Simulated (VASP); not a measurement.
Wanted: the native input for a VASP 6.6.1 run.

```yaml
Task: single point
Functional: PBE
Potentials_or_basis: VASP PAW PBE potentials, release 64 (B, N)
Cutoff: 520 eV
k_mesh: 12 × 12 × 12
Occupations: gaussian, width 0.05 eV
Spin: no spin polarisation
Dipole_correction: no
Further_INCAR_settings: ALGO = Normal; EDIFF = 1e-06; NBANDS = 11
```

The structure of BN lies in POSCAR:

```
BN
1.0
    0.0000000000      1.8758275630      1.8123937807
    1.8123937807      0.0000000000      1.8123937807
    1.8123937807      1.8758275630      0.0000000000
B N
1 1
Direct
    0.0000000000      0.0000000000      0.0000000000
    0.7500000000      0.7500000000      0.7500000000
```

This cell differs from its parent crystal: engineering shear strain xz +0.0000, normal strain along z +0.0350.

These files were run (other wordings do the same):

INCAR

```
PREC     = Accurate       # precision mode
ENCUT    = 520            # plane-wave cutoff, eV
EDIFF    = 1E-6           # SCF threshold, eV
ISMEAR   = 0              # smearing method
SIGMA    = 0.05           # smearing width, eV
LREAL    = F              # projectors in reciprocal space
LASPH    = T              # aspherical terms in the spheres
NELM     = 100            # most SCF steps
ALGO     = Normal         # electronic algorithm
ISIF     = 2              # what is computed and relaxed
LWAVE    = F              # write WAVECAR
LCHARG   = F              # write CHGCAR
GGA      = PE             # functional
NBANDS   = 11             # bands
```

KPOINTS

```
regular mesh
0
Gamma
  12 12 12
```

Potentials or basis: VASP PAW PBE potentials, release 64 (B, N).

The run is started by

```sh
$ cat potpaw_PBE.64/B/POTCAR potpaw_PBE.64/N/POTCAR > POTCAR
$ mpirun -np 1 vasp_std > vasp.out
```

It gave:

```json
{
 "Pressure": "-11.9 GPa",
 "Band gap on the k mesh": "4.11 eV, indirect (least direct gap 8.43 eV)"
}
```

Caveat: the cell differs from its parent crystal (engineering shear strain xz +0.0000, normal strain along z +0.0350).

It took 7.5 s on 1 thread of Intel(R) Xeon(R) 6975P-C (Granite Rapids) (shared host), peak memory 0.13 GiB.
